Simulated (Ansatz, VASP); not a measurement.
## Al3Si2F in VASP and in Ansatz

The input INCAR:

```
  PREC = Accurate
  ENCUT = 600
  EDIFF = 1E-7
  ISMEAR = 0
  SIGMA = 0.15
  LREAL = F
  LASPH = T
  NELM = 60
  ALGO = Normal
  ISIF = 3
  LWAVE = F
  LCHARG = F
  GGA = PE
  IBRION = 2
  NSW = 36
  EDIFFG = -0.08
```

Contents of KPOINTS:

```
Automatic mesh
0
Gamma
  4 3 2
```

POSCAR

```
Al3Si2F
1.0
    3.4619182700      0.0000000000      0.0000000000
    0.0000000000      4.0559342000      0.0000000000
    0.0000000000      0.0000000000      7.0492964300
Al Si F
3 2 1
Direct
    0.5000000000      0.0000000000      0.8328490300
    0.5000000000      0.0000000000      0.1679250000
    0.5000000000      0.5000000000      0.6643630300
    0.0000000000      0.5000000000      0.0021030000
    0.0000000000      0.0000000000      0.4979700100
    0.5000000000      0.5000000000      0.3347899900
```

Input for Ansatz:

```yaml
crystal:
  lattice:
    - [3.46191827, 0.0, 0.0]
    - [0.0, 4.0559342, 0.0]
    - [0.0, 0.0, 7.04929643]
  atoms:
    - { symbol: Al, position: [0.5, 0.0, 0.83284903] }
    - { symbol: Al, position: [0.5, 0.0, 0.167925] }
    - { symbol: Al, position: [0.5, 0.5, 0.66436303] }
    - { symbol: Si, position: [0.0, 0.5, 0.002103] }
    - { symbol: Si, position: [0.0, 0.0, 0.49797001] }
    - { symbol: F, position: [0.5, 0.5, 0.33478999] }
basis:
  ecutwfc: 420
kpoints:
  mp_grid: { grid: [4, 3, 2] }
hamiltonian:
  xc: pbe
scf:
  occupations: { method: gaussian, width: 0.15 }
  lower_state_search: "off"
output:
  forces: true
  stress: true
  eigenvalues: true
relax:
  adjacent_minimum: "off"
  f_tol: 0.08
  max_steps: 16
  cell: { stress_tol: 0.8 }
```

Change from the starting cell: species swapped into the Nd2Al3Ga type (Pmm2, No. 25).

Alike in both runs: task relaxation of cell and atoms; functional PBE; k mesh 4 × 3 × 2; occupations gaussian, width 0.15 eV; no spin polarisation.

|  | VASP | Ansatz |
| --- | --- | --- |
| version | VASP 6.6.1 | Ansatz 0.2.0 |
| potentials or method | VASP PAW PBE potentials, release 64 (Al, Si, F), cutoff 600 eV | scalar-relativistic, plane waves, PAW |
| valence electrons in the cell | 24 | 24 |

|  | VASP | Ansatz | Ansatz less VASP |
| --- | --- | --- | --- |
| gap on the k mesh at the Fermi level, each at its own relaxed structure (eV) | none | none | - |
| relaxed volume (Å³/atom) | 15.73 | 15.91 | +0.175 |
| relaxed cell length with the largest relative difference (Å) | 7.186 | 7.221 | +0.0352 |

A gap of «none» marks a metal or a gap that the smearing closes.

The k mesh is coarse, so the values compare programs but aren't converged.
